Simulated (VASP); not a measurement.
# TiC in VASP: further runs, part 2 of 2

VASP 6.6.1. Earlier steps stand in the parts before.

## 3. Single point, r2SCAN (strain -0.030 along x and y, +0.000 along z)

Contents of POSCAR:

```
TiC
1.0
    0.0000000000      2.0990800000      2.1640000000
    2.0990800000      0.0000000000      2.1640000000
    2.0990800000      2.0990800000      0.0000000000
Ti C
1 1
Direct
    0.0000000000      0.0000000000      0.0000000000
    0.5000000000      0.5000000000      0.5000000000
```

Contents of INCAR.step1:

```
SYSTEM = TiC
  ALGO = Normal
  EDIFF = 1E-4
  ENCUT = 520
  GGA = PE
  ISMEAR = 0
  LASPH = .True.
  LCHARG = .False.
  LREAL = .False.
  LWAVE = .True.
  NBANDS = 15
  NELM = 100
  PREC = Accurate
  SIGMA = 0.15
```

Contents of INCAR.step2:

```
SYSTEM = TiC
  ALGO = Normal
  EDIFF = 1E-6
  ENCUT = 520
  ISIF = 2
  ISMEAR = 0
  ISTART = 1
  LASPH = .True.
  LCHARG = .False.
  LMIXTAU = .True.
  LREAL = .False.
  LWAVE = .False.
  METAGGA = R2SCAN
  NBANDS = 15
  NELM = 100
  PREC = Accurate
  SIGMA = 0.15
```

Contents of KPOINTS:

```
k-points
0
Gamma
  18 18 18
  0 0 0
```

Potentials or basis: VASP PAW PBE potentials, release 64 (Ti_sv, C).

Started as:

```bash
$ cat potpaw_PBE.64/Ti_sv/POTCAR potpaw_PBE.64/C/POTCAR > POTCAR
$ cp INCAR.step1 INCAR
$ mpirun -np 1 vasp_std > vasp.out
$ cp INCAR.step2 INCAR
$ mpirun -np 1 vasp_std > vasp.out
```

OUTCAR:

```text
SYSTEM = TiC
   EDIFF = 1E-6
   ENCUT = 520
   ISIF = 2
   ISMEAR = 0
   ISTART = 1
   LASPH = .True.
   LREAL = .False.
   METAGGA = R2SCAN
   NELM = 100
   PREC = Accurate

 ion  position               nearest neighbor table
   1  0.000  0.000  0.000-   2 2.10   2 2.10   2 2.10   2 2.10   2 2.16   2 2.16
   2  0.500  0.500  0.500-   1 2.10   1 2.10   1 2.10   1 2.10   1 2.16   1 2.16

  LATTYP: Found a body centered tetragonal cell.
 ALAT       =     2.9685474045
 C/A-ratio  =     1.4579521262

  Lattice vectors:

 A1 = (  -2.0990800000,   0.0000000000,   2.1640000000)
 A2 = (   2.0990800000,   0.0000000000,   2.1640000000)
 A3 = (   0.0000000000,   2.0990800000,  -2.1640000000)

Analysis of symmetry for initial positions (statically):
=====================================================================
 Subroutine PRICEL returns:
 Original cell was already a primitive cell.

 Routine SETGRP: Setting up the symmetry group for a
 body centered tetragonal supercell.

 Subroutine GETGRP returns: Found 16 space group operations
 (whereof 16 operations were pure point group operations)
 out of a pool of 16 trial point group operations.

[... 177 lines left out ...]
      7      11.2387      0.00000
      8      11.2388      0.00000
      9      11.9027      0.00000
     10      11.9745      0.00000
     11      12.0509      0.00000
     12      12.0509      0.00000
     13      12.2356      0.00000
     14      22.4593      0.00000
[... 401 lines left out ...]
      2     -23.7847      2.00000
      3     -23.5342      2.00000
      4     -23.4650      2.00000
      5      -1.8228      2.00000
      6       7.3111      2.00000
      7       8.1764      2.00000
      8       8.3943      2.00000
      9      12.1270      0.00000
     10      12.4708      0.00000
     11      13.6331      0.00000
     12      15.8419      0.00000
     13      17.3877      0.00000
     14      22.9778      0.00000
     15      25.8788      0.00000

 [... further k-points ...]

------------------------ aborting loop because EDIFF is reached ----------------------------------------

  FORCE on cell =-STRESS in cart. coord.  units (eV):
  Direction    XX          YY          ZZ          XY          YZ          ZX
  --------------------------------------------------------------------------------------
  -------------------------------------------------------------------------------------
  Total        2.9402346      2.9402346      1.1033583      0.0000000     -0.0000000      0.0000000
  in kB      247.0286515    247.0286515     92.7004697      0.0000000     -0.0000000      0.0000000
  external PRESSURE =     195.5859243 kB  Pullay stress =       0.0000000 kB

 VOLUME and BASIS-vectors are now :
 -----------------------------------------------------------------------------
  energy-cutoff  :      520.00
  volume of cell :       19.07
      direct lattice vectors                 reciprocal lattice vectors
     0.000000000  2.099080000  2.164000000    -0.238199592  0.238199592  0.231053604
     2.099080000  0.000000000  2.164000000     0.238199592 -0.238199592  0.231053604
     2.099080000  2.099080000  0.000000000     0.238199592  0.238199592 -0.231053604

 POSITION                                       TOTAL-FORCE (eV/Angst)
 -----------------------------------------------------------------------------------
      0.00000      0.00000      0.00000        -0.000000      0.000000     -0.000000
      2.09908      2.09908      2.16400         0.000000     -0.000000      0.000000
 -----------------------------------------------------------------------------------
    total drift:                                0.000000     -0.000000     -0.000000

  FREE ENERGIE OF THE ION-ELECTRON SYSTEM (eV)
  ---------------------------------------------------
  free  energy   TOTEN  =       -24.7788574747 eV

  energy  without entropy=      -24.7759558766  energy(sigma->0) =      -24.77740668
```

It took 2.6 min on 1 thread of Intel Xeon 6975P-C (Granite Rapids), shared host; peak memory 0.26 GiB.

What came out:

- Free energy: -24.7789 eV
- Pressure: 19.6 GPa
- Band gap on the k mesh: zero (band 8 reaches 11.24 eV, above the bottom of band 9 at 9.68 eV)

Stress tensor (GPa, compression positive):
```
24.70  0.00  0.00
 0.00 24.70  0.00
 0.00  0.00  9.27
```

Caveat: the cell differs from its parent crystal (strain -0.030 along x and y, +0.000 along z); the PAW data sets were made with another functional, which shifts forces and pressure a little.

## 4. Single point, r2SCAN (strain -0.015 along x and y, -0.030 along z)

Contents of POSCAR:

```
TiC
1.0
    0.0000000000      2.1315400000      2.0990800000
    2.1315400000      0.0000000000      2.0990800000
    2.1315400000      2.1315400000      0.0000000000
Ti C
1 1
Direct
    0.0000000000      0.0000000000      0.0000000000
    0.5000000000      0.5000000000      0.5000000000
```

Contents of INCAR.step1:

```
PREC = Accurate
ENCUT = 520
ISMEAR = 0
SIGMA = 0.15
LREAL = F
LASPH = T
NELM = 80
NBANDS = 15
GGA = PE
ALGO = Normal
EDIFF = 1E-4
LWAVE = T
LCHARG = F
```

Contents of INCAR.step2:

```
PREC = Accurate
ENCUT = 520
EDIFF = 1E-6
ISMEAR = 0
SIGMA = 0.15
LREAL = F
LASPH = T
NELM = 80
ALGO = Normal
ISIF = 2
LWAVE = F
LCHARG = F
METAGGA = R2SCAN
LMIXTAU = T
NBANDS = 15
ISTART = 1
```

Contents of KPOINTS:

```
regular mesh
0
Gamma
  18 18 18
```

Started as:

```bash
$ cat potpaw_PBE.64/Ti_sv/POTCAR potpaw_PBE.64/C/POTCAR > POTCAR
$ cp INCAR.step1 INCAR
$ mpirun -np 1 vasp_std > vasp.out
$ cp INCAR.step2 INCAR
$ mpirun -np 1 vasp_std > vasp.out
```

Run time: 3.1 min. Hardware: 1 thread of Intel Xeon 6975P-C (Granite Rapids), shared host; peak memory 0.26 GiB.

The run converged. Its results:

```
Free energy            : -24.7933 eV
Pressure               : 19.1 GPa
Band gap on the k mesh : zero (band 8 reaches 11.23 eV, above the bottom of band 9 at 9.66 eV)
```

Stress tensor (GPa, compression positive):
```
16.36  0.00  0.00
 0.00 16.36  0.00
 0.00  0.00 24.64
```

Levels at points of the mesh, in eV from the Fermi level:
```csv
k point,band 6,band 7,band 8,band 9,band 10,band 11
"(0.00, 0.00, 0.00)",0.84,0.84,0.97,1.71,1.71,1.79
"(0.50, 0.00, 0.00)",-6.40,-3.37,-3.35,3.37,3.44,4.76
"(0.50, 0.50, 0.00)",-3.60,-1.74,-0.18,-0.18,2.98,4.10
"(0.50, 0.00, 0.50)",-3.79,-1.72,-0.06,-0.04,2.97,4.04
```

Caveat: the cell differs from its parent crystal (strain -0.015 along x and y, -0.030 along z); the PAW data sets were made with another functional, which shifts forces and pressure a little.

## 5. Summary

```tsv
cell	gap on the mesh (eV)	pressure (GPa)
a = 3.152 Å, angles 60.0°, 2 atoms	none	-18.8
a = 3.015, b = 3.015, c = 2.969 Å, angles 60.5, 60.5, 59.0°, 2 atoms	none	19.6
a = 2.992, b = 2.992, c = 3.014 Å, angles 59.7, 59.7, 60.5°, 2 atoms	none	19.1
```

Alike in all rows: task single point; level r2SCAN; potentials or basis VASP PAW PBE potentials, release 64 (Ti_sv, C); no spin polarisation; k mesh 18 × 18 × 18; cutoff (eV) 520; smearing gaussian 0.15 eV.

Caveats: the PAW data sets were made with another functional, which shifts forces and pressure a little.

Total energies depend on the potentials used, so only differences within one code and one set of settings carry meaning.
